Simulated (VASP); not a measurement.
A run of VASP 6.6.1 is set up as follows.

File INCAR:

```
SYSTEM = Ca
  PREC = Accurate
  ENCUT = 520
  EDIFF = 1E-7
  ISMEAR = 0
  SIGMA = 0.05
  LREAL = .FALSE.
  LASPH = .TRUE.
  NELM = 80
  ALGO = Normal
  ISIF = 2
  LWAVE = .FALSE.
  LCHARG = .TRUE.
  GGA = PE
  LELF = .TRUE.
  LVHAR = .TRUE.
  NBANDS = 11
```

Contents of KPOINTS:

```
regular mesh
0
G
  12 12 12
  0 0 0
```

POSCAR

```
Ca
1.0
   -2.2400000000      2.2400000000      2.2400000000
    2.2400000000     -2.2400000000      2.2400000000
    2.2400000000      2.2400000000     -2.2400000000
Ca
1
Direct
    0.0000000000      0.0000000000      0.0000000000
```

Potentials or basis: VASP PAW PBE potentials, release 64 (Ca_sv).

The run is started by

```console
$ cat potpaw_PBE.64/Ca_sv/POTCAR > POTCAR
$ mpirun -np 1 vasp_std > vasp.out
```

Task: Predict the pressure.

Result: -1.0 GPa.

Task: Predict the band gap on the k mesh.

Result: Zero (bands 5 and 6 overlap by 0.41 eV).
